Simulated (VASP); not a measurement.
Set up this calculation in VASP 6.6.1, as the native input.

* Task: single point
* Functional: PBEsol
* Potentials or basis: VASP PAW PBE potentials, release 64 (C_h)
* Cutoff: 910 eV
* k mesh: 12 × 12 × 6
* Occupations: gaussian, width 0.02 eV
* Spin: no spin polarisation
* Dipole correction: no
* Second run: hard_potentials
* Further INCAR settings: ALGO = Normal; EDIFF = 1e-06; NBANDS = 16

The structure of C lies in POSCAR:

```
C
1.0
    2.4988149889      0.0000000000      0.0000000000
   -1.2494074945      2.1640372598      0.0000000000
    0.0000000000      0.0000000000      4.1608358555
C
4
Direct
    0.0000000000      0.0000000000      0.0003016509
    0.0000000000      0.0000000000      0.3746983491
    0.3333333333      0.6666666667      0.5003016509
    0.3333333333      0.6666666667      0.8746983491
```

These files were run (other wordings do the same):

INCAR

```
  PREC = Accurate
  ENCUT = 910
  EDIFF = 1E-6
  ISMEAR = 0
  SIGMA = 0.02
  LREAL = F
  LASPH = T
  NELM = 120
  ALGO = Normal
  ISIF = 2
  LWAVE = F
  LCHARG = T
  GGA = PS
  LELF = T
  LVHAR = T
  NBANDS = 16
  GGA_COMPAT = F
```

KPOINTS

```
regular mesh
0
Gamma
  12 12 6
```

Potentials or basis: VASP PAW PBE potentials, release 64 (C_h).

Command:

```sh
$ cat potpaw_PBE.64/C_h/POTCAR > POTCAR
$ mpirun -np 1 vasp_std > vasp.out
```

Results of the run:

```yaml
Pressure: 0.0 GPa
Band_gap_on_the_k_mesh: 3.05 eV, indirect (least direct gap 4.93 eV)
```

Caveat: the cutoff is under 1.25 times the usual one of these potentials, so pressure, stress and relaxed cells hold a basis-set (Pulay) error; the PAW data sets were made with another functional, which shifts forces and pressure a little.

Run time: 24 s on 1 thread of Intel(R) Xeon(R) 6975P-C (Granite Rapids), with other jobs on the host, peak memory 0.18 GiB.
